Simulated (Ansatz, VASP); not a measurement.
## HfH2: VASP beside Ansatz

INCAR

```
PREC = Accurate
ENCUT = 520
EDIFF = 1E-8
ISMEAR = -1
SIGMA = 0.03
LREAL = False
LASPH = True
NELM = 100
ALGO = Normal
ISIF = 2
LWAVE = False
LCHARG = False
LEFG = True
NBANDS = 13
```

Contents of KPOINTS:

```
regular mesh
0
Gamma
  12 12 12
```

The input POSCAR:

```
HfH2
1.0
   -1.7731066982      1.7731066982      2.2232657593
    1.7731066982     -1.7731066982      2.2232657593
    1.7731066982      1.7731066982     -2.2232657593
Hf H
1 2
Direct
    0.0000000000      0.0000000000      0.0000000000
    0.7500000000      0.2500000000      0.5000000000
    0.2500000000      0.7500000000      0.5000000000
```

Input for Ansatz:

```yaml
crystal:
  lattice:
    - [-1.7731066982, 1.7731066982, 2.2232657593]
    - [1.7731066982, -1.7731066982, 2.2232657593]
    - [1.7731066982, 1.7731066982, -2.2232657593]
  atoms:
    - { symbol: Hf, position: [0.0, 0.0, 0.0] }
    - { symbol: H, position: [0.75, 0.25, 0.5] }
    - { symbol: H, position: [0.25, 0.75, 0.5] }
kpoints:
  mp_grid: { grid: [12, 12, 12] }
scf:
  occupations: { method: fermi_dirac, width: 0.03 }
hamiltonian:
  xc: lda
  pseudopotentials: { kind: paw }
output:
  forces: true
  stress: true
  eigenvalues: true
  efg: { contact_densities: true }
  write_density: true
  write_potential: true
  elf: true
  volumetric_format: npy
```

Change from the starting cell: volume scaled by 1.06, PAW files.

Alike in both runs: task electric field gradients; functional LDA; k mesh 12 × 12 × 12; occupations fermi-dirac, width 0.03 eV; no spin polarisation.

|  | VASP | Ansatz |
| --- | --- | --- |
| version | VASP 6.6.1 | Ansatz 0.2.0 |
| potentials or method | VASP PAW LDA potentials, release 64 (Hf_pv, H) | PAW with Ansatz's default frozen-core files, scalar-relativistic |
| plane-wave cutoff (eV) | 520 | 420 |
| valence electrons in the cell | 12 | 28 |

```csv
,VASP,Ansatz,Ansatz less VASP
pressure (GPa),-15.3,-15.1,+0.20
"traceless stress, the component that is largest in VASP (GPa)",-0.10,-0.12,-0.024
size of Vzz on the site where it differs most (V/Å²),25.1,31.5,+6.49
```

LDA's correlation is that of Perdew and Zunger in VASP and of Perdew and Wang (1992) in Ansatz. VASP's potentials hold 12 valence electrons a cell and Ansatz's 28, so a difference there can come from the potentials and not from the codes.

Spin-orbit coupling is off throughout.
